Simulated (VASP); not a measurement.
ZrSi7: single point with PBE

ZrSi7:

```
CELL_PARAMETERS angstrom
5.22408 0.00000 0.00000
-2.61204 4.52419 0.00000
0.00000 0.00000 5.20700
ATOMIC_POSITIONS crystal
Zr 0.00000 0.00000 0.85292
Si 0.50000 0.00000 0.11512
Si 0.00000 0.50000 0.11512
Si 0.50000 0.50000 0.11512
Si 0.50000 0.00000 0.58668
Si 0.00000 0.50000 0.58668
Si 0.50000 0.50000 0.58668
Si 0.00000 0.00000 0.35254
```

| Quantity | Value |
| --- | --- |
| Program | VASP 6.6.1 |
| Task | single point |
| Functional | PBE |
| Potentials or basis | VASP PAW PBE potentials, release 64 (Zr_sv, Si) |
| Cutoff | 520 eV |
| k mesh | 4 × 4 × 3 |
| Occupations | gaussian, width 0.2 eV |
| Spin | no spin polarisation |

- Pressure: 0.2 GPa
- Largest force: 0.046 eV/Å
- Band gap on the k mesh: zero (band 20 reaches 11.21 eV, above the bottom of band 21 at 9.84 eV)

Forces in eV/Å, atoms in the order of the input:
```
Zr   0.000  0.000 -0.046
Si   0.000  0.000 -0.006
Si   0.000  0.000 -0.006
Si   0.000  0.000 -0.006
Si   0.000  0.000  0.016
Si   0.000  0.000  0.016
Si   0.000  0.000  0.016
Si   0.000  0.000  0.018
```

Stress tensor (GPa, compression positive):
```
0.22 0.00 0.00
0.00 0.22 0.00
0.00 0.00 0.04
```

Levels at points of the mesh, in eV from the Fermi level:
```tsv
k point	band 18	band 19	band 20	band 21	band 22	band 23
(0.00, 0.00, 0.00)	-2.80	-2.38	-2.38	-0.18	1.21	1.21
(0.50, 0.00, 0.00)	-1.59	-1.08	-0.52	0.50	1.73	1.74
```

Wall time 20 s on 1 thread of Intel(R) Xeon(R) 6975P-C (Granite Rapids), on a shared host, peak memory 0.23 GiB.

Caveat: the k points lie up to 0.40 Å⁻¹ apart.
